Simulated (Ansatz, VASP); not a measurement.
# SnSe2 in VASP and in Ansatz

```
Sn Se
1.0
     3.84280    0.00000    0.00000
    -1.92140    3.32796    0.00000
     0.00000    0.00000    6.00520
Sn Se
1 2
Cartesian
  0.0000 0.0000 0.0000
  0.0000 2.2186 1.5911
  1.9214 1.1093 4.4141
```

Alike in both runs: functional PBE; dispersion D3(BJ); k mesh 6 × 6 × 4; no spin polarisation.

Ansatz relaxed the structure, and its values are those at the end. VASP's run is a single point on that final structure, the one shown.

|  | VASP | Ansatz |
| --- | --- | --- |
| version | VASP 6.6.1 | Ansatz 0.2.0 |
| potentials or method | VASP PAW PBE potentials, release 64 (Sn_d, Se), cutoff 520 eV | plane waves, PAW |
| occupations | gaussian, width 0.01 eV | fixed |
| valence electrons in the cell | 26 | 46 |

|  | VASP | Ansatz | Ansatz less VASP |
| --- | --- | --- | --- |
| pressure (GPa) | 0.1 | 0.0 | -0.08 |
| rms of the force components (eV/Å) | 0.008 | 0.000 | -0.0073 |

VASP's potentials hold 26 valence electrons a cell and Ansatz's 46, so a difference there can come from the potentials and not from the codes.
